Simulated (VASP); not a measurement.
Write the native input for VASP 6.6.1 that does the following.

- Task: single point
- Functional: LDA
- Potentials or basis: VASP PAW LDA potentials, release 64 (Pb_d, S)
- Cutoff: 500 eV
- k mesh: 4 × 4 × 4
- Occupations: gaussian, width 0.01 eV
- Spin: no spin polarisation
- Dipole correction: no
- Further INCAR settings: ALGO = Normal; EDIFF = 1e-06; NBANDS = 17

The structure of PbS lies in POSCAR:

```
PbS
1.0
    2.1126600000      1.2197500000      3.4519200000
   -2.1126600000      1.2197500000      3.4519200000
    0.0000000000     -2.4394900000      3.4519200000
Pb S
1 1
Direct
    0.9805700000      0.9805700000      0.9805700000
    0.4750400000      0.4750400000      0.4750400000
```

The input as run:

INCAR

```
PREC     = Accurate       # precision mode
ENCUT    = 500            # plane-wave cutoff, eV
EDIFF    = 1E-6           # SCF threshold, eV
ISMEAR   = 0              # smearing method
SIGMA    = 0.01           # smearing width, eV
LREAL    = F              # projectors in reciprocal space
LASPH    = T              # aspherical terms in the spheres
NELM     = 120            # most SCF steps
ALGO     = Normal         # electronic algorithm
ISIF     = 2              # what is computed and relaxed
LWAVE    = F              # write WAVECAR
LCHARG   = F              # write CHGCAR
NBANDS   = 17             # bands
GGA_COMPAT= F
```

KPOINTS

```
regular mesh
0
Gamma
  4 4 4
```

Potentials or basis: VASP PAW LDA potentials, release 64 (Pb_d, S).

Run with:

```console
$ cat potpaw_LDA.64/Pb_d/POTCAR potpaw_LDA.64/S/POTCAR > POTCAR
$ mpirun -np 1 vasp_std > vasp.out
```

It gave:

| Item | Value |
| --- | --- |
| Pressure | -3.6 GPa |
| Largest force | 0.070 eV/Å |
| Band gap on the k mesh | 0.31 eV, direct |

Caveat: the k points lie up to 0.46 Å⁻¹ apart; spin-orbit coupling is left out, which moves the levels of the heavy elements.

It took 7.2 s on 1 thread of Intel Xeon 6975P-C, with other jobs on the host, peak memory 0.15 GiB.
